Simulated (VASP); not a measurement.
Write the native input for VASP 6.6.1 that does the following.

```yaml
Task: relaxation of cell and atoms
Functional: LDA
Potentials_or_basis: VASP PAW LDA potentials, release 64 (Zr_sv, Si, O)
Cutoff: 600 eV
k_mesh: 6 × 6 × 6
Occupations: gaussian, width 0.02 eV
Spin: no spin polarisation
Dipole_correction: no
Further_INCAR_settings: ALGO = Normal; EDIFF = 1e-07; IBRION = 2; EDIFFG = -0.005; NSW = 100; ISIF = 3
```

The structure of ZrSiO4 lies in POSCAR:

```
ZrSiO4
1.0
   -3.3051000000      3.3051000000      2.9930000000
    3.3051000000     -3.3051000000      2.9930000000
    3.3051000000      3.3051000000     -2.9930000000
Zr Si O
2 2 8
Direct
    0.7500000000      0.2500000000      0.5000000000
    0.0000000000      0.0000000000      0.0000000000
    0.2500000000      0.7500000000      0.5000000000
    0.5000000000      0.5000000000      0.0000000000
    0.1368000000      0.3211000000      0.8157000000
    0.0711000000      0.7554000000      0.6843000000
    0.5054000000      0.3211000000      0.1843000000
    0.0711000000      0.3868000000      0.3157000000
    0.6132000000      0.9289000000      0.6843000000
    0.6789000000      0.8632000000      0.1843000000
    0.2446000000      0.9289000000      0.3157000000
    0.6789000000      0.4946000000      0.8157000000
```

The input as run:

INCAR

```
ALGO = Normal
EDIFF = 1E-7
EDIFFG = -0.005
ENCUT = 600
GGA = CA
GGA_COMPAT = F
IBRION = 2
ISIF = 3
ISMEAR = 0
LASPH = T
LCHARG = F
LREAL = F
LWAVE = F
NELM = 120
NELMIN = 4
NSW = 100
PREC = Accurate
SIGMA = 0.02
```

KPOINTS

```
k-points
0
Gamma
  6 6 6
```

Potentials or basis: VASP PAW LDA potentials, release 64 (Zr_sv, Si, O).

Launch:

```sh
$ cat potpaw_LDA.64/Zr_sv/POTCAR potpaw_LDA.64/Si/POTCAR potpaw_LDA.64/O/POTCAR > POTCAR
$ mpirun -np 1 vasp_std > vasp.out
```

It gave:

* Relaxed volume: 10.67 Å³/atom
* Relaxed cell: a = 5.511 Å, b = 5.511 Å, c = 5.511 Å, α = 106.91°, β = 106.91°, γ = 114.73°
* Space group after relaxing (to 0.1 Å): I4_1/amd (No. 141)
* Energy gained by relaxing: 4.7 meV/atom
* Ionic steps: 13
* Pressure after relaxing: 0.0 GPa
* Band gap on the k mesh: 4.78 eV (least direct gap 5.05 eV)

Run time: 53 min on 1 thread of Intel Xeon 8259CL, with other jobs on the host, peak memory 0.39 GiB.
